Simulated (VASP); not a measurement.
Here is a VASP 6.6.1 calculation.

INCAR

```
SYSTEM = AlHg
PREC     = Accurate       ! precision mode
ENCUT    = 520            ! plane-wave cutoff, eV
EDIFF    = 1E-7           ! SCF threshold, eV
ISMEAR   = 0              ! smearing method
SIGMA    = 0.1            ! smearing width, eV
LREAL    = .False.        ! projectors in reciprocal space
LASPH    = .True.         ! aspherical terms in the spheres
NELM     = 100            ! most SCF steps
ALGO     = Normal         ! electronic algorithm
ISIF     = 2              ! what is computed and relaxed
LWAVE    = .False.        ! write WAVECAR
LCHARG   = .False.        ! write CHGCAR
LDIPOL   = .True.       
IDIPOL   = 3            
DIPOL    = 0.5 0.5 0.500
GGA      = PE             ! functional
NBANDS   = 14             ! bands
```

KPOINTS

```
Automatic mesh
0
Gamma
  6 6 1
  0 0 0
```

POSCAR

```
AlHg
1.0
    4.6975273400      0.0000000000      0.0000000000
   -2.3487636700      4.0681778400      0.0000000000
    0.0000000000      0.0000000000     14.0000000000
Al Hg
1 1
Direct
    0.3333333300      0.6666666700      0.5000000000
    0.0000000000      0.0000000000      0.5000000000
```

Potentials or basis: VASP PAW PBE potentials, release 64 (Al, Hg).

Run with:

```bash
$ cat potpaw_PBE.64/Al/POTCAR potpaw_PBE.64/Hg/POTCAR > POTCAR
$ mpirun -np 1 vasp_std > vasp.out
```

(1) Predict the band gap on the k mesh.

Answers

(1) zero (an odd number of electrons rules out a gap without spin polarisation).

Caveat: spin-orbit coupling is left out, which moves the levels of the heavy elements.
